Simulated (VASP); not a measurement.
# BP (rocksalt type) (Fm-3m) in VASP: further runs

Runs on BP (rocksalt type). Level: LDA. Tasks: single point.

All numbers are computed with VASP 6.6.1; they aren't measurements. Logs are shortened: lines on timing, memory, paths and dates and some standing lists are left out, and cuts for length are marked.

## (1) The cell of the first run

It takes space group Fm-3m (No. 225, cubic). The conventional cell has a = 4.178 Å, b = 4.178 Å, c = 4.178 Å, α = 90.00°, β = 90.00°, γ = 90.00°. Within 2.8 Å of B (site symmetry m-3m) lie 6 P at 2.09 Å. Within 2.8 Å of P (site symmetry m-3m) lie 6 B at 2.09 Å.

## (2) Single point, LDA (volume scaled by 0.94)

The input, INCAR:

```
PREC = Accurate ; ENCUT = 500
EDIFF = 1E-6 ; ISMEAR = -1
SIGMA = 0.1 ; LREAL = False
LASPH = True ; NELM = 120
ALGO = Normal ; ISIF = 2
LWAVE = False ; LCHARG = False
NBANDS = 11 ; GGA_COMPAT = False
```

The input, KPOINTS:

```
Automatic mesh
0
Gamma
  15 15 15
```

The input, POSCAR:

```
BP
1.0
    0.0000000000      2.0892374622      2.0892374622
    2.0892374622      0.0000000000      2.0892374622
    2.0892374622      2.0892374622      0.0000000000
B P
1 1
Direct
    0.0000000000      0.0000000000      0.0000000000
    0.5000000000      0.5000000000      0.5000000000
```

Potentials or basis: VASP PAW LDA potentials, release 64 (B, P).

On the command line:

```bash
cat potpaw_LDA.64/B/POTCAR potpaw_LDA.64/P/POTCAR > POTCAR
mpirun -np 1 vasp_std > vasp.out
```

OUTCAR:

```text
PREC = Accurate
   ENCUT = 500
   EDIFF = 1E-6
   ISMEAR = -1
   LREAL = False
   LASPH = True
   NELM = 120
   ISIF = 2

 ion  position               nearest neighbor table
   1  0.000  0.000  0.000-   2 2.09   2 2.09   2 2.09   2 2.09   2 2.09   2 2.09
   2  0.500  0.500  0.500-   1 2.09   1 2.09   1 2.09   1 2.09   1 2.09   1 2.09

  LATTYP: Found a face centered cubic cell.
 ALAT       =     4.1784749244

  Lattice vectors:

 A1 = (   0.0000000000,   2.0892374622,   2.0892374622)
 A2 = (   2.0892374622,   0.0000000000,   2.0892374622)
 A3 = (   2.0892374622,   2.0892374622,   0.0000000000)

Analysis of symmetry for initial positions (statically):
=====================================================================
 Subroutine PRICEL returns:
 Original cell was already a primitive cell.

 Routine SETGRP: Setting up the symmetry group for a
 face centered cubic supercell.

 Subroutine GETGRP returns: Found 48 space group operations
 (whereof 48 operations were pure point group operations)
 out of a pool of 48 trial point group operations.

The static configuration has the point symmetry O_h .

Analysis of symmetry for dynamics (positions and initial velocities):
=====================================================================
 Subroutine PRICEL returns:
 Original cell was already a primitive cell.

 Routine SETGRP: Setting up the symmetry group for a
 face centered cubic supercell.

 Subroutine GETGRP returns: Found 48 space group operations
 (whereof 48 operations were pure point group operations)
 out of a pool of 48 trial point group operations.

The dynamic configuration has the point symmetry O_h .

 Subroutine INISYM returns: Found 48 space group operations
 (whereof 48 operations are pure point group operations),
 and found     1 'primitive' translations

----------------------------------------------------------------------------------------

                                     Primitive cell

  volume of cell :      18.2387

  direct lattice vectors                    reciprocal lattice vectors
     0.000000000  2.089237462  2.089237462    -0.239321766  0.239321766  0.239321766
     2.089237462  0.000000000  2.089237462     0.239321766 -0.239321766  0.239321766
     2.089237462  2.089237462  0.000000000     0.239321766  0.239321766 -0.239321766

  length of vectors
     2.954627954  2.954627954  2.954627954     0.414517459  0.414517459  0.414517459

  position of ions in fractional coordinates (direct lattice)
     0.000000000  0.000000000  0.000000000
     0.500000000  0.500000000  0.500000000

  ion indices of the primitive-cell ions
   primitive index   ion index
                 1           1
                 2           2

----------------------------------------------------------------------------------------

 KPOINTS: Automatic mesh

Automatic generation of k-mesh.
 Grid dimensions read from file:
 generate k-points for:   15   15   15

 Generating k-lattice:

  Cartesian coordinates                     Fractional coordinates (reciprocal lattice)
    -0.015954784  0.015954784  0.015954784     0.066666667  0.000000000  0.000000000
     0.015954784 -0.015954784  0.015954784     0.000000000  0.066666667  0.000000000
     0.015954784  0.015954784 -0.015954784     0.000000000  0.000000000  0.066666667

  Length of vectors
     0.027634497  0.027634497  0.027634497

  Shift w.r.t. Gamma in fractional coordinates (k-lattice)
     0.000000000  0.000000000  0.000000000

 Subroutine IBZKPT returns following result:
 ===========================================

 Found    120 irreducible k-points:

 Following reciprocal coordinates:
            Coordinates               Weight
  0.000000  0.000000  0.000000      1.000000
  0.066667  0.000000  0.000000      8.000000
  0.133333  0.000000  0.000000      8.000000
  0.200000  0.000000  0.000000      8.000000
  0.266667  0.000000  0.000000      8.000000
  0.333333  0.000000  0.000000      8.000000
[... 16 lines left out ...]
  0.133333  0.133333  0.000000      6.000000
  0.200000  0.133333  0.000000     24.000000
 [... further k-points ...]
   k-points           NKPTS =    120   k-points in BZ     NKDIM =    120   number of bands    NBANDS=     11
   number of dos      NEDOS =    301   number of ions     NIONS =      2
   total plane-waves  NPLWV =  13824
   dimension x,y,z NGX =    24 NGY =   24 NGZ =   24
   dimension x,y,z NGXF=    48 NGYF=   48 NGZF=   48
   ions per type =               1   1
   NGX,Y,Z   is equivalent  to a cutoff of  13.50, 13.50, 13.50 a.u.
   NGXF,Y,Z  is equivalent  to a cutoff of  27.01, 27.01, 27.01 a.u.
 SYSTEM =  unknown system
   PREC   = accura    normal or accurate (medium, high low for compatibility)
   ISTART =      0    job   : 0-new  1-cont  2-samecut
   ICHARG =      2    charge: 1-file 2-atom 10-const
   ISPIN  =      1    spin polarized calculation?
   LNONCOLLINEAR =      F non collinear calculations
   LSORBIT =      F    spin-orbit coupling
   LASPH  =      T    aspherical Exc in radial PAW
   ENCUT  =  500.0 eV  36.75 Ry    6.06 a.u.   5.39  5.39  5.39*2*pi/ulx,y,z
   NELM   =    120;   NELMIN=  2; NELMDL= -5     # of ELM steps
   EDIFF  = 0.1E-05   stopping-criterion for ELM
   LREAL  =      F    real-space projection
   EDIFFG = 0.1E-04   stopping-criterion for IOM
   NSW    =      0    number of steps for IOM
   IBRION =     -1    ionic relax: 0-MD 1-quasi-New 2-CG
   NFREE  =      0    steps in history (QN), initial steepest desc. (CG)
   ISIF   =      2    stress and relaxation
   ISYM   =      2    0-nonsym 1-usesym 2-fastsym
   POTIM  = 0.5000    time-step for ionic-motion
   TEBEG  =    0.0;   TEEND  =   0.0 temperature during run
   PSTRESS=    0.0 pullay stress
   NELECT =       8.0000    total number of electrons
   NUPDOWN=      -1.0000    fix difference up-down
   EMIN   =  10.00;   EMAX   =-10.00  energy-range for DOS
   EFERMI =   0.00;   METHOD = LEGACY
   ISMEAR =    -1;   SIGMA  =   0.10  broadening in eV -4-tet -1-fermi 0-gaus
   EFERMI_NEDOS =   21; number of points for ismear=-14 and -15
   IALGO  =     38    algorithm
   IMIX   =      4    mixing-type and parameters
     AMIX     =   0.40;   BMIX     =  1.00
     AMIX_MAG =   1.60;   BMIX_MAG =  1.00
  volume/ion in A,a.u.               =       9.12        61.54
  Fermi-wavevector in a.u.,A,eV,Ry     =   1.243866  2.350566 21.050979  1.547203
  Thomas-Fermi vector in A             =   2.378158
   LORBIT       =      0    0 simple, 1 ext, 2 COOP (PROOUT), +10 PAW based schemes
   GGA     = CA    functional components
   LHFCALC =     F    Hartree Fock is set to
   AEXX    =    0.0000 exact exchange contribution
   IVDW    =     0    specifies the selected vdW correction
   LEPSILON=     F    determine dielectric tensor
   LRPA    =     F    only Hartree local field effects (RPA)
 non-spin polarized calculation
  energy-cutoff  :      500.00
  volume of cell :       18.24
 maximum number of plane-waves:       483
 NGX is ok and might be reduce to    24
   NGX = 11   NGY = 11   NGZ = 11

 number of electron       7.9999999 magnetization

 Free energy of the ion-electron system (eV)
  ---------------------------------------------------
  ext. energy  EPLUGINS =         0.00000000
  ---------------------------------------------------
  free energy    TOTEN  =       -12.32759952 eV

  energy without entropy =      -12.30281843  energy(sigma->0) =      -12.31520897

 E-fermi :  11.1892     XC(G=0): -12.4345

 val. band max:       11.1886373792   @ k =   0.0000   0.0000   0.0000
 cond. band min:      11.1953763503   @ k =   0.1333   0.0667   0.0000
 fundamental gap:      0.0067389710
 Fermi energy:        11.1892274615

 k-point     1 :       0.0000    0.0000    0.0000
  band No.  band energies     occupation
      1      -6.7775      2.00000
      2      11.1886      1.00295
      3      11.1886      1.00295
      4      11.1886      1.00295
      5      19.0401      0.00000
      6      19.0401      0.00000
      7      19.0401      0.00000
      8      19.5127      0.00000
      9      20.4550      0.00000
     10      20.4550      0.00000
     11      20.4550      0.00000

 k-point     2 :       0.0667    0.0000    0.0000
  band No.  band energies     occupation
      1      -6.6765      2.00000
      2      10.5448      1.99683
      3      11.1473      1.20648
      4      11.1473      1.20648
      5      18.9564      0.00000
      6      19.2832      0.00000
      7      19.2832      0.00000
      8      19.5343      0.00000
      9      19.5343      0.00000
     10      19.7065      0.00000
     11      20.5280      0.00000

 k-point     3 :       0.1333    0.0000    0.0000
  band No.  band energies     occupation
      1      -6.3739      2.00000
      2       9.0045      2.00000
      3      11.0513      1.59779
      4      11.0513      1.59778
      5      18.0232      0.00000
      6      18.0232      0.00000
      7      18.5194      0.00000
      8      19.9012      0.00000
      9      19.9887      0.00000
     10      19.9887      0.00000
     11      21.1706      0.00000

 k-point     4 :       0.2000    0.0000    0.0000
  band No.  band energies     occupation
      1      -5.8718      2.00000
      2       7.1108      2.00000
      3      10.9620      1.81317
      4      10.9620      1.81317
      5      16.5656      0.00000
      6      16.5656      0.00000
      7      18.0096      0.00000
      8      19.7428      0.00000
      9      21.0825      0.00000
     10      21.0825      0.00000
     11      22.3257      0.00000
[... 239 lines left out ...]
 k-point    22 :      -0.0667    0.0667    0.0000
  band No.  band energies     occupation
      1      -6.5082      2.00000
      2       9.9742      1.99999
      3      10.3806      1.99938
      4      11.4449      0.14394
      5      17.9089      0.00000
      6      18.8003      0.00000
      7      18.9705      0.00000
      8      19.3292      0.00000
      9      19.6842      0.00000
     10      20.6727      0.00000
     11      20.9119      0.00000

 k-point    23 :       0.1333    0.1333    0.0000
  band No.  band energies     occupation
      1      -6.2387      2.00000
      2       9.8914      2.00000
      3       9.8914      2.00000
      4      10.5964      1.99469
      5      15.1466      0.00000
      6      17.2779      0.00000
      7      20.7870      0.00000
      8      20.8810      0.00000
      9      20.8810      0.00000
     10      21.3955      0.00000
     11      21.3955      0.00000

 k-point    24 :       0.2000    0.1333    0.0000
  band No.  band energies     occupation
      1      -5.8694      2.00000
      2       8.5580      2.00000
      3       9.4524      2.00000
      4      10.8485      1.93585
      5      13.6542      0.00000
      6      17.0178      0.00000
      7      20.1958      0.00000
      8      20.6773      0.00000
      9      21.1399      0.00000
     10      22.5482      0.00000
     11      22.8622      0.00000

 [... further k-points ...]
[... 5 lines left out ...]
  --------------------------------------------------------------------------------------
  -------------------------------------------------------------------------------------
  Total        1.3532042      1.3532042      1.3532042      0.0000000      0.0000000     -0.0000000
  in kB      118.8722558    118.8722558    118.8722558      0.0000000      0.0000000     -0.0000000
  external PRESSURE =     118.8722558 kB  Pullay stress =       0.0000000 kB

 VOLUME and BASIS-vectors are now :
 -----------------------------------------------------------------------------
  energy-cutoff  :      500.00
  volume of cell :       18.24
      direct lattice vectors                 reciprocal lattice vectors
     0.000000000  2.089237462  2.089237462    -0.239321766  0.239321766  0.239321766
     2.089237462  0.000000000  2.089237462     0.239321766 -0.239321766  0.239321766
     2.089237462  2.089237462  0.000000000     0.239321766  0.239321766 -0.239321766

 POSITION                                       TOTAL-FORCE (eV/Angst)
 -----------------------------------------------------------------------------------
      0.00000      0.00000      0.00000         0.000000      0.000000      0.000000
      2.08924      2.08924      2.08924         0.000000      0.000000      0.000000
 -----------------------------------------------------------------------------------
    total drift:                                0.000000     -0.000000     -0.000000

  FREE ENERGIE OF THE ION-ELECTRON SYSTEM (eV)
  ---------------------------------------------------
  free  energy   TOTEN  =       -12.3275995164 eV

  energy  without entropy=      -12.3028184332  energy(sigma->0) =      -12.31520897
```

Wall time 25 s (1 thread of Intel Xeon 8259CL, shared host); peak memory 0.14 GiB.

Results:

| Quantity | Value |
| --- | --- |
| Free energy | -12.3276 eV |
| Pressure | 11.9 GPa |
| Band gap on the k mesh | zero (band 4 reaches 12.53 eV, above the bottom of band 5 at 8.75 eV) |

Levels at points of the mesh, in eV from the Fermi level:
```csv
k point,band 1,band 2,band 3,band 4,band 5,band 6,band 7,band 8,band 9
"(0.00, 0.00, 0.00)",-17.97,0.00,0.00,0.00,7.85,7.85,7.85,8.32,9.27
```

Caveat: the cell differs from its parent crystal (volume scaled by 0.94).

## (3) Single point, LDA

This run uses another cell than the first one, of 9.70 Å³/atom, 1.064 times its volume.

The input, INCAR:

```
SYSTEM = BP
PREC = Accurate
ENCUT = 500
EDIFF = 1E-6
ISMEAR = -1
SIGMA = 0.1
LREAL = .FALSE.
LASPH = .TRUE.
NELM = 120
ALGO = Normal
ISIF = 2
LWAVE = .FALSE.
LCHARG = .FALSE.
NBANDS = 11
GGA_COMPAT = .FALSE.
```

The input, KPOINTS:

```
Automatic mesh
0
G
  15 15 15
  0 0 0
```

The input, POSCAR:

```
BP
1.0
    0.0000000000      2.1327757138      2.1327757138
    2.1327757138      0.0000000000      2.1327757138
    2.1327757138      2.1327757138      0.0000000000
B P
1 1
Direct
    0.0000000000      0.0000000000      0.0000000000
    0.5000000000      0.5000000000      0.5000000000
```

Potentials or basis: VASP PAW LDA potentials, release 64 (B, P).

On the command line:

```bash
cat potpaw_LDA.64/B/POTCAR potpaw_LDA.64/P/POTCAR > POTCAR
mpirun -np 1 vasp_std > vasp.out
```

Wall time 28 s (1 thread of Intel Xeon 8259CL, shared host); peak memory 0.14 GiB.

Results (log left out):

| Quantity | Value |
| --- | --- |
| Free energy | -12.3691 eV |
| Pressure | 0.0 GPa |
| Band gap on the k mesh | zero (band 4 reaches 11.63 eV, above the bottom of band 5 at 7.66 eV) |

Levels at points of the mesh, in eV from the Fermi level:
| k point | band 1 | band 2 | band 3 | band 4 | band 5 | band 6 | band 7 | band 8 |
| --- | --- | --- | --- | --- | --- | --- | --- | --- |
| (0.00, 0.00, 0.00) | -17.25 | -0.01 | -0.01 | -0.01 | 7.19 | 7.92 | 7.92 | 7.92 |

## (4) Single point, LDA

This run uses another cell than the first one, of 9.70 Å³/atom, 1.064 times its volume.

The input, INCAR:

```
SYSTEM = BP
PREC = Accurate
ENCUT = 500
EDIFF = 1E-6
ISMEAR = -1
SIGMA = 0.1
LREAL = .False.
LASPH = .True.
NELM = 120
ALGO = Normal
ISIF = 2
LWAVE = .False.
LCHARG = .False.
GGA = CA
NBANDS = 11
GGA_COMPAT = .False.
```

The input, KPOINTS:

```
Automatic mesh
0
Gamma
  15 15 15
  0 0 0
```

POSCAR is that of step 3.

On the command line:

```bash
cat potpaw_LDA.64/B/POTCAR potpaw_LDA.64/P/POTCAR > POTCAR
mpirun -np 1 vasp_std > vasp.out
```

Wall time 27 s (1 thread of Intel Xeon 8259CL, shared host); peak memory 0.14 GiB.

Results (log left out):

```yaml
Free_energy: -12.3691 eV
Pressure: 0.0 GPa
Band_gap_on_the_k_mesh: zero (band 4 reaches 11.63 eV, above the bottom of band 5 at 7.66 eV)
```

Levels at points of the mesh, in eV from the Fermi level:
| k point | band 1 | band 2 | band 3 | band 4 | band 5 | band 6 | band 7 | band 8 | band 9 |
| --- | --- | --- | --- | --- | --- | --- | --- | --- | --- |
| (0.00, 0.00, 0.00) | -17.25 | -0.01 | -0.01 | -0.01 | 7.19 | 7.92 | 7.92 | 7.92 | 8.79 |

## (5) Single point, LDA

This run uses another cell than the first one, of 9.70 Å³/atom, 1.064 times its volume.

The input, INCAR:

```
ALGO = Normal
EDIFF = 1E-6
ENCUT = 500
GGA_COMPAT = F
ISIF = 2
ISMEAR = -1
LASPH = T
LCHARG = F
LREAL = F
LWAVE = F
NBANDS = 11
NELM = 120
PREC = Accurate
SIGMA = 0.1
```

The input, KPOINTS:

```
k-points
0
Gamma
  15 15 15
```

POSCAR is that of step 4.

Potentials or basis: VASP PAW LDA potentials, release 64 (B, P).

On the command line:

```bash
cat potpaw_LDA.64/B/POTCAR potpaw_LDA.64/P/POTCAR > POTCAR
mpirun -np 1 vasp_std > vasp.out
```

OUTCAR:

```text
EDIFF = 1E-6
   ENCUT = 500
   ISIF = 2
   ISMEAR = -1
   LASPH = T
   LREAL = F
   NELM = 120
   PREC = Accurate

 ion  position               nearest neighbor table
   1  0.000  0.000  0.000-   2 2.13   2 2.13   2 2.13   2 2.13   2 2.13   2 2.13
   2  0.500  0.500  0.500-   1 2.13   1 2.13   1 2.13   1 2.13   1 2.13   1 2.13

  LATTYP: Found a face centered cubic cell.
 ALAT       =     4.2655514276

  Lattice vectors:

 A1 = (   0.0000000000,   2.1327757138,   2.1327757138)
 A2 = (   2.1327757138,   0.0000000000,   2.1327757138)
[... 512 lines left out ...]
      6      16.2474      0.00000
      7      18.8743      0.00000
      8      19.0042      0.00000
      9      19.6142      0.00000
     10      21.4831      0.00000
     11      21.6103      0.00000

 [... further k-points ...]
[... 5 lines left out ...]
  --------------------------------------------------------------------------------------
  -------------------------------------------------------------------------------------
  Total       -0.0060279     -0.0060279     -0.0060279     -0.0000000     -0.0000000      0.0000000
  in kB       -0.4977457     -0.4977457     -0.4977457     -0.0000000     -0.0000000      0.0000000
  external PRESSURE =      -0.4977457 kB  Pullay stress =       0.0000000 kB

 VOLUME and BASIS-vectors are now :
 -----------------------------------------------------------------------------
  energy-cutoff  :      500.00
  volume of cell :       19.40
      direct lattice vectors                 reciprocal lattice vectors
     0.000000000  2.132775714  2.132775714    -0.234436278  0.234436278  0.234436278
     2.132775714  0.000000000  2.132775714     0.234436278 -0.234436278  0.234436278
     2.132775714  2.132775714  0.000000000     0.234436278  0.234436278 -0.234436278

 POSITION                                       TOTAL-FORCE (eV/Angst)
 -----------------------------------------------------------------------------------
      0.00000      0.00000      0.00000         0.000000     -0.000000     -0.000000
      2.13278      2.13278      2.13278        -0.000000      0.000000      0.000000
 -----------------------------------------------------------------------------------
    total drift:                                0.000000     -0.000000     -0.000000

  FREE ENERGIE OF THE ION-ELECTRON SYSTEM (eV)
  ---------------------------------------------------
  free  energy   TOTEN  =       -12.3690586516 eV

  energy  without entropy=      -12.3429814818  energy(sigma->0) =      -12.35602007
```

stdout:

```text
POSCAR found type information on POSCAR B P
 POSCAR found :  2 types and       2 ions
 scaLAPACK will be used
 LDA part: xc-table for (Slater(with rela. corr.)+CA(PZ))
 , standard interpolation
 POSCAR, INCAR and KPOINTS ok, starting setup
 FFT: planning ... GRIDC
 FFT: planning ... GRID_SOFT
 FFT: planning ... GRID
 WAVECAR not read
 entering main loop
```

It took 27 s on 1 thread of Intel Xeon 8259CL, shared host; peak memory 0.14 GiB.

Results:

| Property | Result |
| --- | --- |
| Free energy | -12.3691 eV |
| Pressure | 0.0 GPa |
| Band gap on the k mesh | zero (band 4 reaches 11.63 eV, above the bottom of band 5 at 7.66 eV) |

Levels at points of the mesh, in eV from the Fermi level:
```
           k point  band 1  band 2  band 3  band 4  band 5  band 6  band 7  band 8  band 9
(0.00, 0.00, 0.00)  -17.25   -0.01   -0.01   -0.01    7.19    7.92    7.92    7.92    8.79
```
